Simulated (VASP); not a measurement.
## SiNi: single point with PBE

The system is SiNi.

```
Si Ni
1.0
     4.51861    0.00000    0.00000
     0.00000    4.51861    0.00000
     0.00000    0.00000    4.51861
Si Ni
4 4
Cartesian
  3.8246 3.8246 3.8246
  2.9533 0.6940 1.5653
  1.5653 2.9533 0.6940
  0.6940 1.5653 2.9533
  0.6726 0.6726 0.6726
  1.5868 3.8461 2.9319
  2.9319 1.5868 3.8461
  3.8461 2.9319 1.5868
```

| Item | Value |
| --- | --- |
| Program | VASP 6.6.1 |
| Task | single point |
| Functional | PBE |
| Potentials or basis | VASP PAW PBE potentials, release 64 (Si, Ni) |
| Cutoff | 520 eV |
| k mesh | 8 × 8 × 8 |
| Occupations | gaussian, width 0.1 eV |
| Spin | no spin polarisation |
| Dipole correction | no |
| Further INCAR settings | ALGO = Normal; EDIFF = 1e-07; NBANDS = 38 |

```yaml
Pressure: 0.1 GPa
Largest_force: 0.006 eV/Å
Band_gap_on_the_k_mesh: zero (bands 28 and 29 overlap by 1.15 eV)
```

Forces on the atoms (eV/Å):
```
Si   0.001  0.001  0.001
Si  -0.001 -0.001  0.001
Si   0.001 -0.001 -0.001
Si  -0.001  0.001 -0.001
Ni  -0.004 -0.004 -0.004
Ni   0.004  0.004 -0.004
Ni  -0.004  0.004  0.004
Ni   0.004 -0.004  0.004
```

Levels at points of the mesh, in eV from the Fermi level:
| k point | band 26 | band 27 | band 28 | band 29 | band 30 | band 31 |
| --- | --- | --- | --- | --- | --- | --- |
| (0.00, 0.00, 0.00) | -1.55 | -1.55 | 0.97 | 0.97 | 0.97 | 1.41 |
| (0.50, 0.00, 0.00) | -1.91 | -0.56 | -0.56 | -0.18 | -0.18 | 2.74 |
| (0.50, 0.50, 0.00) | -1.46 | -0.93 | -0.93 | 0.35 | 0.35 | 0.89 |
| (0.50, 0.50, 0.50) | -1.71 | -1.71 | -1.71 | 4.14 | 4.14 | 4.14 |

It took 4.8 min on 1 thread of Intel Xeon 8259CL, with other jobs on the host, peak memory 0.28 GiB.

Spin polarisation is off, so any magnetic state and its effect on volume and gap are missing.
